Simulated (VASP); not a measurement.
# SiC (P6_3mc) in VASP: notebook, part 2 of 3

VASP 6.6.1. Earlier steps stand in the parts before.

## (3) Single point, r2SCAN (10.03 Å³/atom)

This run uses another cell than the first one, of 10.03 Å³/atom.

Contents of POSCAR:

```
SiC
1.0
    3.0446655967      0.0000000000      0.0000000000
   -1.5223327983      2.6367577528      0.0000000000
    0.0000000000      0.0000000000      4.9960486808
Si C
2 2
Direct
    0.3333333333      0.6666666667      0.0045779928
    0.6666666667      0.3333333333      0.5045779928
    0.3333333333      0.6666666667      0.3804220072
    0.6666666667      0.3333333333      0.8804220072
```

Contents of INCAR.step1:

```
SYSTEM = SiC
PREC = Accurate ; ENCUT = 520
ISMEAR = 0 ; SIGMA = 0.02
LREAL = .FALSE. ; LASPH = .TRUE.
NELM = 60 ; NBANDS = 16
GGA = PE ; ALGO = Normal
EDIFF = 1E-4 ; LWAVE = .TRUE.
LCHARG = .FALSE.
```

Contents of INCAR.step2:

```
SYSTEM = SiC
PREC = Accurate ; ENCUT = 520
EDIFF = 1E-7 ; ISMEAR = 0
SIGMA = 0.02 ; LREAL = .FALSE.
LASPH = .TRUE. ; NELM = 60
ALGO = Normal ; ISIF = 2
LWAVE = .FALSE. ; LCHARG = .FALSE.
METAGGA = R2SCAN ; LMIXTAU = .TRUE.
NBANDS = 16 ; ISTART = 1
```

Contents of KPOINTS:

```
Automatic mesh
0
G
  9 9 6
  0 0 0
```

Potentials or basis: VASP PAW PBE potentials, release 64 (Si, C).

The run is started by

```sh
$ cat potpaw_PBE.64/Si/POTCAR potpaw_PBE.64/C/POTCAR > POTCAR
$ cp INCAR.step1 INCAR
$ mpirun -np 1 vasp_std > vasp.out
$ cp INCAR.step2 INCAR
$ mpirun -np 1 vasp_std > vasp.out
```

OUTCAR:

```text
SYSTEM = SiC
   PREC = Accurate
   ENCUT = 520
   EDIFF = 1E-7
   ISMEAR = 0
   LREAL = .FALSE.
   LASPH = .TRUE.
   NELM = 60
   ISIF = 2
   METAGGA = R2SCAN
   ISTART = 1

 ion  position               nearest neighbor table
   1  0.333  0.667  0.005-   4 1.86   4 1.86   4 1.86   3 1.88   2 3.05   2 3.05   2 3.05   2 3.05
                             2 3.05   2 3.05
   2  0.667  0.333  0.505-   3 1.86   3 1.86   3 1.86   4 1.88   1 3.05   1 3.05   1 3.05   1 3.05
                             1 3.05   1 3.05
   3  0.333  0.667  0.380-   2 1.86   2 1.86   2 1.86   1 1.88
   4  0.667  0.333  0.880-   1 1.86   1 1.86   1 1.86   2 1.88

  LATTYP: Found a hexagonal cell.
 ALAT       =     3.0446655967
 C/A-ratio  =     1.6409186895

  Lattice vectors:

 A1 = (   3.0446655967,   0.0000000000,   0.0000000000)
 A2 = (  -1.5223327983,   2.6367577528,   0.0000000000)
 A3 = (   0.0000000000,   0.0000000000,   4.9960486808)

Analysis of symmetry for initial positions (statically):
=====================================================================
 Subroutine PRICEL returns:
 Original cell was already a primitive cell.

 Routine SETGRP: Setting up the symmetry group for a
 hexagonal supercell.

 Subroutine GETGRP returns: Found 12 space group operations
 (whereof  6 operations were pure point group operations)
 out of a pool of 24 trial point group operations.

The static configuration has the point symmetry C_3v.
 The point group associated with its full space group is C_6v.

Analysis of symmetry for dynamics (positions and initial velocities):
=====================================================================
 Subroutine PRICEL returns:
 Original cell was already a primitive cell.

 Routine SETGRP: Setting up the symmetry group for a
 hexagonal supercell.

 Subroutine GETGRP returns: Found 12 space group operations
 (whereof  6 operations were pure point group operations)
 out of a pool of 24 trial point group operations.

The dynamic configuration has the point symmetry C_3v.
[... 127 lines left out ...]
  Thomas-Fermi vector in A             =   2.340841
   LORBIT       =      0    0 simple, 1 ext, 2 COOP (PROOUT), +10 PAW based schemes
   METAGGA = R2SCAN    functional components
   LHFCALC =     F    Hartree Fock is set to
   AEXX    =    0.0000 exact exchange contribution
   IVDW    =     0    specifies the selected vdW correction
   LEPSILON=     F    determine dielectric tensor
   LRPA    =     F    only Hartree local field effects (RPA)
 non-spin polarized calculation
 Gauss-broadening in eV      SIGMA  =   0.02
  energy-cutoff  :      520.00
  volume of cell :       40.11
 maximum number of plane-waves:      1099
 NGX is ok and might be reduce to    24
   NGX = 11   NGY = 11   NGZ = 19

 number of electron      15.9999998 magnetization

 Free energy of the ion-electron system (eV)
  ---------------------------------------------------
  ext. energy  EPLUGINS =         0.00000000
  ---------------------------------------------------
  free energy    TOTEN  =       -38.61092373 eV

  energy without entropy =      -38.61092373  energy(sigma->0) =      -38.61092373

 E-fermi :   8.6490     XC(G=0): -12.0659

 val. band max:        8.4922653699   @ k =   0.0000   0.0000   0.0000
 cond. band min:      11.1090611464   @ k =   0.3333   0.3333   0.0000
 fundamental gap:      2.6167957765
 Fermi energy:         8.6489994534

 k-point     1 :       0.0000    0.0000    0.0000
  band No.  band energies     occupation
      1      -8.1105      2.00000
      2      -4.3652      2.00000
      3      -0.6741      2.00000
      4       7.0910      2.00000
      5       7.0910      2.00000
      6       8.3815      2.00000
[... 433 lines left out ...]
      3       1.4417      2.00000
      4       1.4417      2.00000
      5       1.4856      2.00000
      6       4.0618      2.00000
[... 8 lines left out ...]
     15      21.7193      0.00000
     16      22.0537      0.00000

 [... further k-points ...]

------------------------ aborting loop because EDIFF is reached ----------------------------------------

  FORCE on cell =-STRESS in cart. coord.  units (eV):
  Direction    XX          YY          ZZ          XY          YZ          ZX
  --------------------------------------------------------------------------------------
  -------------------------------------------------------------------------------------
  Total        1.7868246      1.7868246      1.7891279      0.0000000      0.0000000      0.0000000
  in kB       71.3766274     71.3766274     71.4686347      0.0000000      0.0000000      0.0000000
  external PRESSURE =      71.4072965 kB  Pullay stress =       0.0000000 kB

 VOLUME and BASIS-vectors are now :
 -----------------------------------------------------------------------------
  energy-cutoff  :      520.00
  volume of cell :       40.11
      direct lattice vectors                 reciprocal lattice vectors
     3.044665597  0.000000000  0.000000000     0.328443295  0.189626825  0.000000000
    -1.522332798  2.636757753  0.000000000     0.000000000  0.379253649  0.000000000
     0.000000000  0.000000000  4.996048681     0.000000000  0.000000000  0.200158178

 POSITION                                       TOTAL-FORCE (eV/Angst)
 -----------------------------------------------------------------------------------
     -0.00000      1.75784      0.02287        -0.000000     -0.000000      0.004893
      1.52233      0.87892      2.52090         0.000000      0.000000      0.004893
     -0.00000      1.75784      1.90061         0.000000     -0.000000     -0.004893
      1.52233      0.87892      4.39863         0.000000     -0.000000     -0.004893
 -----------------------------------------------------------------------------------
    total drift:                               -0.000000      0.000000     -0.000178

  FREE ENERGIE OF THE ION-ELECTRON SYSTEM (eV)
  ---------------------------------------------------
  free  energy   TOTEN  =       -38.6109237343 eV

  energy  without entropy=      -38.6109237343  energy(sigma->0) =      -38.61092373
```

OSZICAR.step1:

```text
N       E                     dE             d eps       ncg     rms          rms(c)
DAV:   1     0.260998560105E+02    0.26100E+02   -0.72615E+03  1536   0.900E+02
DAV:   2    -0.314696703026E+02   -0.57570E+02   -0.52056E+02  2200   0.159E+02
DAV:   3    -0.339345236349E+02   -0.24649E+01   -0.24541E+01  2112   0.302E+01
DAV:   4    -0.339519237598E+02   -0.17400E-01   -0.17397E-01  1784   0.314E+00
DAV:   5    -0.339520892360E+02   -0.16548E-03   -0.16547E-03  2096   0.285E-01    0.129E+01
DAV:   6    -0.301572902525E+02    0.37948E+01   -0.66750E+00  1928   0.159E+01    0.590E+00
DAV:   7    -0.300666723324E+02    0.90618E-01   -0.11978E+00  2168   0.642E+00    0.255E+00
DAV:   8    -0.300493863915E+02    0.17286E-01   -0.50472E-02  1736   0.142E+00    0.651E-01
DAV:   9    -0.300477303920E+02    0.16560E-02   -0.77060E-03  2008   0.600E-01    0.120E-01
DAV:  10    -0.300480260103E+02   -0.29562E-03   -0.97161E-04  1824   0.181E-01    0.565E-02
DAV:  11    -0.300480494569E+02   -0.23447E-04   -0.77094E-05  1304   0.668E-02
   1 F= -.30048049E+02 E0= -.30048049E+02  d E =-.597775E-12
```

Wall time 2.6 min (1 thread of Intel Xeon 8259CL, shared host); peak memory 0.17 GiB.

Results:

* Free energy: -38.6109 eV
* Pressure: 7.1 GPa
* Largest force: 0.005 eV/Å
* Band gap on the k mesh: 2.62 eV (least direct gap 4.59 eV)

Forces on the atoms (eV/Å):
```
Si   0.000  0.000  0.005
Si   0.000  0.000  0.005
C    0.000  0.000 -0.005
C    0.000  0.000 -0.005
```

Caveat: the cell stands under pressure; the PAW data sets were made with another functional, which shifts forces and pressure a little; an odd mesh through Γ misses points on the zone boundary, where band edges can lie.

## (4) Single point, r2SCAN

This run uses another cell than the first one, of 10.34 Å³/atom.

Contents of POSCAR:

```
SiC
1.0
    3.0754286136      0.0000000000      0.0000000000
   -1.5377143068      2.6633993069      0.0000000000
    0.0000000000      0.0000000000      5.0480404428
Si C
2 2
Direct
    0.3333333333      0.6666666667      0.0045956716
    0.6666666667      0.3333333333      0.5045956716
    0.3333333333      0.6666666667      0.3804043284
    0.6666666667      0.3333333333      0.8804043284
```

Contents of INCAR.step1:

```
PREC = Accurate
ENCUT = 520
ISMEAR = 0
SIGMA = 0.02
LREAL = F
LASPH = T
NELM = 100
NBANDS = 16
GGA = PE
ALGO = Normal
EDIFF = 1E-4
LWAVE = T
LCHARG = F
```

Contents of INCAR.step2:

```
PREC = Accurate
ENCUT = 520
EDIFF = 1E-6
ISMEAR = 0
SIGMA = 0.02
LREAL = F
LASPH = T
NELM = 100
ALGO = Normal
ISIF = 2
LWAVE = F
LCHARG = F
METAGGA = R2SCAN
LMIXTAU = T
NBANDS = 16
ISTART = 1
```

Contents of KPOINTS:

```
regular mesh
0
Gamma
  9 9 6
```

Potentials or basis: VASP PAW PBE potentials, release 64 (Si, C).

The run is started by

```sh
$ cat potpaw_PBE.64/Si/POTCAR potpaw_PBE.64/C/POTCAR > POTCAR
$ cp INCAR.step1 INCAR
$ mpirun -np 1 vasp_std > vasp.out
$ cp INCAR.step2 INCAR
$ mpirun -np 1 vasp_std > vasp.out
```

OUTCAR:

```text
PREC = Accurate
   ENCUT = 520
   EDIFF = 1E-6
   ISMEAR = 0
   LREAL = F
   LASPH = T
   NELM = 100
   ISIF = 2
   METAGGA = R2SCAN
   ISTART = 1

 ion  position               nearest neighbor table
   1  0.333  0.667  0.005-   4 1.88   4 1.88   4 1.88   3 1.90   2 3.09   2 3.09   2 3.09   2 3.09
                             2 3.09   2 3.09
   2  0.667  0.333  0.505-   3 1.88   3 1.88   3 1.88   4 1.90   1 3.09   1 3.09   1 3.09   1 3.09
                             1 3.09   1 3.09
   3  0.333  0.667  0.380-   2 1.88   2 1.88   2 1.88   1 1.90
   4  0.667  0.333  0.880-   1 1.88   1 1.88   1 1.88   2 1.90

  LATTYP: Found a hexagonal cell.
 ALAT       =     3.0754286136
 C/A-ratio  =     1.6414103779

  Lattice vectors:

 A1 = (   3.0754286136,   0.0000000000,   0.0000000000)
 A2 = (  -1.5377143068,   2.6633993069,   0.0000000000)
 A3 = (   0.0000000000,   0.0000000000,   5.0480404428)

Analysis of symmetry for initial positions (statically):
=====================================================================
 Subroutine PRICEL returns:
 Original cell was already a primitive cell.

 Routine SETGRP: Setting up the symmetry group for a
 hexagonal supercell.

 Subroutine GETGRP returns: Found 12 space group operations
 (whereof  6 operations were pure point group operations)
 out of a pool of 24 trial point group operations.

The static configuration has the point symmetry C_3v.
 The point group associated with its full space group is C_6v.

Analysis of symmetry for dynamics (positions and initial velocities):
=====================================================================
 Subroutine PRICEL returns:
 Original cell was already a primitive cell.

 Routine SETGRP: Setting up the symmetry group for a
 hexagonal supercell.

 Subroutine GETGRP returns: Found 12 space group operations
 (whereof  6 operations were pure point group operations)
 out of a pool of 24 trial point group operations.

The dynamic configuration has the point symmetry C_3v.
 The point group associated with its full space group is C_6v.

 Subroutine INISYM returns: Found 12 space group operations
 (whereof  6 operations are pure point group operations),
 and found     1 'primitive' translations

----------------------------------------------------------------------------------------

                                     Primitive cell

  volume of cell :      41.3490

  direct lattice vectors                    reciprocal lattice vectors
     3.075428614  0.000000000  0.000000000     0.325157929  0.187730018  0.000000000
    -1.537714307  2.663399307  0.000000000     0.000000000  0.375460036  0.000000000
     0.000000000  0.000000000  5.048040443     0.000000000  0.000000000  0.198096670

  length of vectors
     3.075428614  3.075428614  5.048040443     0.375460036  0.375460036  0.198096670

  position of ions in fractional coordinates (direct lattice)
     0.333333333  0.666666667  0.004595672
     0.666666667  0.333333333  0.504595672
     0.333333333  0.666666667  0.380404328
     0.666666667  0.333333333  0.880404328

  ion indices of the primitive-cell ions
   primitive index   ion index
                 1           1
                 2           2
[... 30 lines left out ...]
            Coordinates               Weight
  0.000000  0.000000  0.000000      1.000000
  0.111111  0.000000  0.000000      6.000000
  0.222222  0.000000  0.000000      6.000000
  0.333333  0.000000  0.000000      6.000000
  0.444444  0.000000  0.000000      6.000000
  0.111111  0.111111  0.000000      6.000000
[... 16 lines left out ...]
  0.333333  0.222222  0.166667     24.000000
  0.333333  0.333333  0.166667      4.000000
 [... further k-points ...]
   k-points           NKPTS =     48   k-points in BZ     NKDIM =     48   number of bands    NBANDS=     16
   number of dos      NEDOS =    301   number of ions     NIONS =      4
   total plane-waves  NPLWV =  23040
   dimension x,y,z NGX =    24 NGY =   24 NGZ =   40
   dimension x,y,z NGXF=    48 NGYF=   48 NGZF=   80
   ions per type =               2   2
   NGX,Y,Z   is equivalent  to a cutoff of  12.97, 12.97, 13.17 a.u.
   NGXF,Y,Z  is equivalent  to a cutoff of  25.95, 25.95, 26.35 a.u.
 SYSTEM =  unknown system
   PREC   = accura    normal or accurate (medium, high low for compatibility)
   ISTART =      1    job   : 0-new  1-cont  2-samecut
   ICHARG =      0    charge: 1-file 2-atom 10-const
   ISPIN  =      1    spin polarized calculation?
   LNONCOLLINEAR =      F non collinear calculations
   LSORBIT =      F    spin-orbit coupling
   LASPH  =      T    aspherical Exc in radial PAW
   ENCUT  =  520.0 eV  38.22 Ry    6.18 a.u.   5.72  5.72  9.39*2*pi/ulx,y,z
   NELM   =    100;   NELMIN=  2; NELMDL=  0     # of ELM steps
   EDIFF  = 0.1E-05   stopping-criterion for ELM
   LREAL  =      F    real-space projection
   EDIFFG = 0.1E-04   stopping-criterion for IOM
   NSW    =      0    number of steps for IOM
   IBRION =     -1    ionic relax: 0-MD 1-quasi-New 2-CG
   NFREE  =      0    steps in history (QN), initial steepest desc. (CG)
   ISIF   =      2    stress and relaxation
   ISYM   =      2    0-nonsym 1-usesym 2-fastsym
   POTIM  = 0.5000    time-step for ionic-motion
   TEBEG  =    0.0;   TEEND  =   0.0 temperature during run
   PSTRESS=    0.0 pullay stress
   NELECT =      16.0000    total number of electrons
   NUPDOWN=      -1.0000    fix difference up-down
   EMIN   =  10.00;   EMAX   =-10.00  energy-range for DOS
   EFERMI =   0.00;   METHOD = LEGACY
   ISMEAR =     0;   SIGMA  =   0.02  broadening in eV -4-tet -1-fermi 0-gaus
   EFERMI_NEDOS =   21; number of points for ismear=-14 and -15
   IALGO  =     38    algorithm
   IMIX   =      4    mixing-type and parameters
     AMIX     =   0.40;   BMIX     =  1.00
     AMIX_MAG =   1.60;   BMIX_MAG =  1.00
  volume/ion in A,a.u.               =      10.34        69.76
  Fermi-wavevector in a.u.,A,eV,Ry     =   1.192962  2.254371 19.363241  1.423158
  Thomas-Fermi vector in A             =   2.328988
   LORBIT       =      0    0 simple, 1 ext, 2 COOP (PROOUT), +10 PAW based schemes
   METAGGA = R2SCAN    functional components
   LHFCALC =     F    Hartree Fock is set to
   AEXX    =    0.0000 exact exchange contribution
   IVDW    =     0    specifies the selected vdW correction
   LEPSILON=     F    determine dielectric tensor
   LRPA    =     F    only Hartree local field effects (RPA)
 non-spin polarized calculation
 Gauss-broadening in eV      SIGMA  =   0.02
  energy-cutoff  :      520.00
  volume of cell :       41.35
 maximum number of plane-waves:      1124
 NGX is ok and might be reduce to    24
   NGX = 11   NGY = 11   NGZ = 19

 number of electron      15.9999999 magnetization

 Free energy of the ion-electron system (eV)
  ---------------------------------------------------
  ext. energy  EPLUGINS =         0.00000000
  ---------------------------------------------------
  free energy    TOTEN  =       -38.63758383 eV

  energy without entropy =      -38.63758383  energy(sigma->0) =      -38.63758383

 E-fermi :   8.2403     XC(G=0): -11.9289

 val. band max:        8.1453516837   @ k =   0.0000   0.0000   0.0000
 cond. band min:      10.8044082691   @ k =   0.3333   0.3333   0.0000
 fundamental gap:      2.6590565854
 Fermi energy:         8.2402714627

 k-point     1 :       0.0000    0.0000    0.0000
  band No.  band energies     occupation
      1      -8.2091      2.00000
      2      -4.5815      2.00000
      3      -0.8464      2.00000
      4       6.7596      2.00000
      5       6.7596      2.00000
      6       8.0324      2.00000
[... 433 lines left out ...]
      3       1.1460      2.00000
      4       1.1460      2.00000
      5       1.3174      2.00000
      6       3.8236      2.00000
[... 8 lines left out ...]
     15      21.1866      0.00000
     16      21.3049      0.00000

 [... further k-points ...]

------------------------ aborting loop because EDIFF is reached ----------------------------------------

  FORCE on cell =-STRESS in cart. coord.  units (eV):
  Direction    XX          YY          ZZ          XY          YZ          ZX
  --------------------------------------------------------------------------------------
  -------------------------------------------------------------------------------------
  Total       -0.0528344     -0.0528344     -0.0396358      0.0000000      0.0000000      0.0000000
  in kB       -2.0472109     -2.0472109     -1.5357974      0.0000000      0.0000000      0.0000000
  external PRESSURE =      -1.8767397 kB  Pullay stress =       0.0000000 kB

 VOLUME and BASIS-vectors are now :
 -----------------------------------------------------------------------------
  energy-cutoff  :      520.00
  volume of cell :       41.35
      direct lattice vectors                 reciprocal lattice vectors
     3.075428614  0.000000000  0.000000000     0.325157929  0.187730018  0.000000000
    -1.537714307  2.663399307  0.000000000     0.000000000  0.375460036  0.000000000
     0.000000000  0.000000000  5.048040443     0.000000000  0.000000000  0.198096670

 POSITION                                       TOTAL-FORCE (eV/Angst)
 -----------------------------------------------------------------------------------
     -0.00000      1.77560      0.02320        -0.000000     -0.000000     -0.000396
      1.53771      0.88780      2.54722         0.000000      0.000000     -0.000396
     -0.00000      1.77560      1.92030         0.000000     -0.000000      0.000396
      1.53771      0.88780      4.44432         0.000000     -0.000000      0.000396
 -----------------------------------------------------------------------------------
    total drift:                               -0.000000     -0.000000     -0.000139

  FREE ENERGIE OF THE ION-ELECTRON SYSTEM (eV)
  ---------------------------------------------------
  free  energy   TOTEN  =       -38.6375838292 eV

  energy  without entropy=      -38.6375838292  energy(sigma->0) =      -38.63758383
```

Wall time 2 min (1 thread of Intel Xeon 8259CL, shared host); peak memory 0.17 GiB.

Results:

- Free energy: -38.6376 eV
- Pressure: -0.2 GPa
- Band gap on the k mesh: 2.66 eV (least direct gap 4.52 eV)

Levels at points of the mesh, in eV from the valence-band top:
```csv
k point,band 5,band 6,band 7,band 8,band 9,band 10,band 11,band 12
"(0.00, 0.00, 0.00)",-1.39,-0.11,0.00,0.00,5.38,6.78,7.19,7.19
"(0.00, 0.00, 0.50)",-0.75,-0.75,-0.75,-0.75,6.50,6.50,7.89,7.89
```

Caveat: the PAW data sets were made with another functional, which shifts forces and pressure a little; an odd mesh through Γ misses points on the zone boundary, where band edges can lie.

[end of part 2 of 3]
